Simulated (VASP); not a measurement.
A run of VASP 6.6.1:

The input INCAR:

```
SYSTEM = Ga
PREC     = Accurate       ! precision mode
ENCUT    = 520            ! plane-wave cutoff, eV
EDIFF    = 1E-8           ! SCF threshold, eV
ISMEAR   = -1             ! smearing method
SIGMA    = 0.08           ! smearing width, eV
LREAL    = .False.        ! projectors in reciprocal space
LASPH    = .True.         ! aspherical terms in the spheres
NELM     = 60             ! most SCF steps
ALGO     = Normal         ! electronic algorithm
ISIF     = 2              ! what is computed and relaxed
LWAVE    = .False.        ! write WAVECAR
LCHARG   = .False.        ! write CHGCAR
GGA      = PE             ! functional
LEFG     = .True.       
NBANDS   = 20             ! bands
```

KPOINTS

```
Automatic mesh
0
Gamma
  12 12 10
  0 0 0
```

The input POSCAR:

```
Ga
1.0
    1.4500000000     -4.0650000000      0.0000000000
    1.4500000000      4.0650000000      0.0000000000
    0.0000000000      0.0000000000      3.0749000000
Ga
2
Direct
    0.8670000000      0.1330000000      0.2500000000
    0.1330000000      0.8670000000      0.7500000000
```

Potentials or basis: VASP PAW PBE potentials, release 64 (Ga_d).

The run is started by

```sh
$ cat potpaw_PBE.64/Ga_d/POTCAR > POTCAR
$ mpirun -np 1 vasp_std > vasp.out
```

Hardware: 1 thread of Intel Xeon 8259CL, with other jobs on the host.

Question: Estimate the wall time of this run.

Answer: It took 3.3 min on 1 thread of Intel Xeon 8259CL, on a shared host, peak memory 0.28 GiB. Counts: scf iterations 14, k points 258.
